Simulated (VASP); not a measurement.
System: MoS2, a slab with vacuum.

```xyz
12
Lattice="3.1414 0.0000 0.0000 -1.5707 2.7206 0.0000 0.0000 0.0000 36.9864" Properties=species:S:1:pos:R:3 pbc="T T T"
S     0.0000    1.8137    7.5000
S     0.0000    1.8137   10.6182
S     1.5707    0.9069   13.7894
S     1.5707    0.9069   16.9076
S     0.0000    1.8137   20.0788
S     0.0000    1.8137   23.1970
S     1.5707    0.9069   26.3682
S     1.5707    0.9069   29.4864
Mo    1.5707    0.9069    9.0591
Mo    0.0000    1.8137   15.3485
Mo    1.5707    0.9069   21.6379
Mo    0.0000    1.8137   27.9273
```

Base run:

```yaml
Program: VASP 6.6.1
Functional: PBEsol
Potentials_or_basis: VASP PAW PBE potentials, release 64 (S, Mo_sv)
Cutoff: 520 eV
k_mesh: 9 × 9 × 1
Occupations: gaussian, width 0.05 eV
Spin: no spin polarisation
```

Its results: band gap on the k mesh 1.20 eV (least direct gap 1.76 eV); largest force 0.023 eV/Å.

**Question.** The run is repeated on the same cell with these changes: k mesh from 9 × 9 × 1 to 1 × 9 × 1; further incar settings from ALGO = Normal; EDIFF = 1e-06; NBANDS = 64 to ALGO = Normal; EDIFF = 1e-06; NBANDS = 64; ISYM = 0. What comes out?

**Answer.** Band gap on the k mesh 1.32 eV (least direct gap 2.17 eV); largest force 1.665 eV/Å.

Caveats: some runs use coarse meshes; the PAW data sets were made with another functional, which shifts forces and pressure a little.

A k mesh can miss the band edges.
